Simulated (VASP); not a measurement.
Set up this calculation in VASP 6.6.1, as the native input.

| Item | Value |
| --- | --- |
| Task | relaxation of cell and atoms |
| Functional | LDA |
| Potentials or basis | VASP PAW LDA potentials, release 64 (Ti_sv, Rh_pv) |
| Cutoff | 600 eV |
| k mesh | 14 × 14 × 12 |
| Occupations | fermi-dirac, width 0.1 eV |
| Spin | no spin polarisation |
| Dipole correction | no |
| Further INCAR settings | ALGO = Normal; EDIFF = 1e-07; IBRION = 2; EDIFFG = -0.005; NSW = 70; ISIF = 3 |

The structure of TiRh lies in POSCAR:

```
TiRh
1.0
    2.9660091395      0.0000000000      0.0000000000
    0.0000000000      2.9660091395      0.0000000000
    0.0000000000      0.0000000000      3.4065966396
Ti Rh
1 1
Direct
    0.5000000000      0.5000000000      0.5000000000
    0.0000000000      0.0000000000      0.0000000000
```

The input as run:

INCAR

```
ALGO = Normal
EDIFF = 1E-7
EDIFFG = -0.005
ENCUT = 600
GGA = CA
IBRION = 2
ISIF = 3
ISMEAR = -1
LASPH = True
LCHARG = False
LREAL = False
LWAVE = False
NELM = 100
NSW = 70
PREC = Accurate
SIGMA = 0.1
```

KPOINTS

```
k-points
0
Gamma
  14 14 12
```

Potentials or basis: VASP PAW LDA potentials, release 64 (Ti_sv, Rh_pv).

Command:

```console
$ cat potpaw_LDA.64/Ti_sv/POTCAR potpaw_LDA.64/Rh_pv/POTCAR > POTCAR
$ mpirun -np 1 vasp_std > vasp.out
```

It gave:

The relaxed volume is 14.10 Å³/atom and the relaxed cell is a = 2.901 Å, b = 2.901 Å, c = 3.350 Å, α = 90.00°, β = 90.00°, γ = 90.00°. The space group after relaxing (to 0.05 Å) is P4/mmm (No. 123). The energy gained by relaxing is 34.9 meV/atom. The ionic steps are 9 and the pressure after relaxing is 0.0 GPa.

It took 11 min on 1 thread of Intel(R) Xeon(R) Platinum 8375C CPU @ 2.90GHz (Ice Lake), with other jobs on the host, peak memory 0.28 GiB.
